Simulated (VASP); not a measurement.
Set up this calculation in VASP 6.6.1, as the native input.

```
Task                   : single point
Functional             : r2SCAN
Potentials or basis    : VASP PAW PBE potentials, release 64 (C)
Cutoff                 : 520 eV
k mesh                 : 14 × 8 × 6
Occupations            : gaussian, width 0.1 eV
Spin                   : no spin polarisation
Dipole correction      : no
Further INCAR settings : ALGO = Normal; EDIFF = 1e-06; NBANDS = 26
```

The system is C.

```
C
1.0
     2.43169    0.00000    0.00000
     0.00000    4.21039    0.00000
     0.00000    0.00000    7.15824
C
8
Direct
  0.50000 0.41668 0.74992
  0.50000 0.91668 0.25008
  0.50000 0.58332 0.25008
  0.50000 0.08332 0.74992
  0.00000 0.91668 0.74992
  0.00000 0.41668 0.25008
  0.00000 0.08332 0.25008
  0.00000 0.58332 0.74992
```

This cell differs from its parent crystal: biaxial strain in the a-b plane: -1.0 %.

These files were run (other wordings do the same):

POSCAR

```
C
1.0
    2.4316858731      0.0000000000      0.0000000000
    0.0000000000      4.2103931521      0.0000000000
    0.0000000000      0.0000000000      7.1582440287
C
8
Direct
    0.5000000000      0.4166750136      0.7499221622
    0.5000000000      0.9166750136      0.2500778378
    0.5000000000      0.5833249864      0.2500778378
    0.5000000000      0.0833249864      0.7499221622
    0.0000000000      0.9166750136      0.7499221622
    0.0000000000      0.4166750136      0.2500778378
    0.0000000000      0.0833249864      0.2500778378
    0.0000000000      0.5833249864      0.7499221622
```

INCAR.step1

```
SYSTEM = C
PREC     = Accurate       ! precision mode
ENCUT    = 520            ! plane-wave cutoff, eV
ISMEAR   = 0              ! smearing method
SIGMA    = 0.1            ! smearing width, eV
LREAL    = .FALSE.        ! projectors in reciprocal space
LASPH    = .TRUE.         ! aspherical terms in the spheres
NELM     = 100            ! most SCF steps
NBANDS   = 26             ! bands
GGA      = PE             ! functional
ALGO     = Normal         ! electronic algorithm
EDIFF    = 1E-4           ! SCF threshold, eV
LWAVE    = .TRUE.         ! write WAVECAR
LCHARG   = .FALSE.        ! write CHGCAR
```

INCAR.step2

```
SYSTEM = C
PREC     = Accurate       ! precision mode
ENCUT    = 520            ! plane-wave cutoff, eV
EDIFF    = 1E-6           ! SCF threshold, eV
ISMEAR   = 0              ! smearing method
SIGMA    = 0.1            ! smearing width, eV
LREAL    = .FALSE.        ! projectors in reciprocal space
LASPH    = .TRUE.         ! aspherical terms in the spheres
NELM     = 100            ! most SCF steps
ALGO     = Normal         ! electronic algorithm
ISIF     = 2              ! what is computed and relaxed
LWAVE    = .FALSE.        ! write WAVECAR
LCHARG   = .FALSE.        ! write CHGCAR
METAGGA  = R2SCAN         ! meta-GGA
LMIXTAU  = .TRUE.       
NBANDS   = 26             ! bands
ISTART   = 1
```

KPOINTS

```
Automatic mesh
0
G
  14 8 6
  0 0 0
```

Potentials or basis: VASP PAW PBE potentials, release 64 (C).

Run with:

```sh
$ cat potpaw_PBE.64/C/POTCAR > POTCAR
$ cp INCAR.step1 INCAR
$ mpirun -np 1 vasp_std > vasp.out
$ cp INCAR.step2 INCAR
$ mpirun -np 1 vasp_std > vasp.out
```

Results of the run:

| Quantity | Value |
| --- | --- |
| Pressure | 9.1 GPa |
| Largest force | 0.021 eV/Å |
| Band gap on the k mesh | 0.10 eV |

Caveat: the cell differs from its parent crystal (biaxial strain in the a-b plane: -1.0 %); the PAW data sets were made with another functional, which shifts forces and pressure a little.

Run time: 13 min on 1 thread of AMD EPYC 9R45 (Zen 5), on a shared host, peak memory 0.28 GiB.
